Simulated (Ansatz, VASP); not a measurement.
**Two plane-wave programs on WS2**

The input POSCAR:

```
WS2
1.0
    3.1307378767      0.0000000000      0.0000000000
   -1.5653689383      2.7112985338      0.0000000000
    0.0000000000      0.0000000000     19.1408872457
S W
2 1
Direct
    0.6666666667      0.3333333333      0.4179534573
    0.6666666667      0.3333333333      0.5820465427
    0.3333333333      0.6666666667      0.5000000000
```

The input INCAR.step1:

```
SYSTEM = WS2
  PREC = Accurate
  ENCUT = 400
  EDIFF = 1E-5
  ISMEAR = 0
  SIGMA = 0.03
  LREAL = .FALSE.
  LASPH = .TRUE.
  NELM = 120
  ALGO = Normal
  ISIF = 2
  LWAVE = .TRUE.
  LCHARG = .FALSE.
  LDIPOL = .TRUE.
  IDIPOL = 3
  DIPOL = 0.5 0.5 0.500
  GGA = PE
  NBANDS = 20
  GGA_COMPAT = .FALSE.
  NELMDL = -8
```

The input INCAR.step2:

```
SYSTEM = WS2
  PREC = Accurate
  ENCUT = 400
  EDIFF = 1E-6
  ISMEAR = 0
  SIGMA = 0.03
  LREAL = .FALSE.
  LASPH = .TRUE.
  NELM = 120
  ALGO = Normal
  ISIF = 2
  LWAVE = .FALSE.
  LCHARG = .FALSE.
  LDIPOL = .TRUE.
  IDIPOL = 3
  DIPOL = 0.5 0.5 0.500
  GGA = PE
  LHFCALC = .TRUE.
  HFSCREEN = 0.2079
  PRECFOCK = Normal
  ISTART = 1
  NBANDS = 20
  GGA_COMPAT = .FALSE.
```

Contents of KPOINTS:

```
regular mesh
0
G
  6 6 1
  0 0 0
```

Input for Ansatz:

```yaml
crystal:
  lattice:
    - [3.1307378767, 0.0, 0.0]
    - [-1.5653689383, 2.7112985338, 0.0]
    - [0.0, 0.0, 19.1408872457]
  atoms:
    - { symbol: S, position: [0.6666666667, 0.3333333333, 0.4179534573] }
    - { symbol: W, position: [0.3333333333, 0.6666666667, 0.5] }
    - { symbol: S, position: [0.6666666667, 0.3333333333, 0.5820465427] }
basis:
  ecutwfc: 420
kpoints:
  mp_grid: { grid: [6, 6, 1] }
hamiltonian:
  xc: hse06
  pseudopotentials: { kind: paw, azcp: { folder: soft_1 } }
scf:
  occupations: { method: gaussian, width: 0.03 }
  n_extra_bands: 7
  max_iter: 160
output:
  eigenvalues: true
  write_density: true
  write_potential: true
  elf: true
  volumetric_format: npy
efield:
  axis: 3
  dipole_correction: true
```

Alike in both runs: task single point; functional HSE06; k mesh 6 × 6 × 1; occupations gaussian, width 0.03 eV; no spin polarisation.

|  | VASP | Ansatz |
| --- | --- | --- |
| version | VASP 6.6.1 | Ansatz 0.2.0 |
| potentials or method | VASP PAW PBE potentials, release 64 (S, W_sv), cutoff 400 eV | scalar-relativistic, plane waves, PAW |
| valence electrons in the cell | 26 | 26 |

```csv
,VASP,Ansatz,Ansatz less VASP
gap on the k mesh at the Fermi level (eV),2.53,2.53,+0.004
least direct gap on the mesh (eV),2.53,2.53,+0.004
```

Ansatz's warnings: xc potential rough in thin density.

Spin-orbit coupling is off throughout.
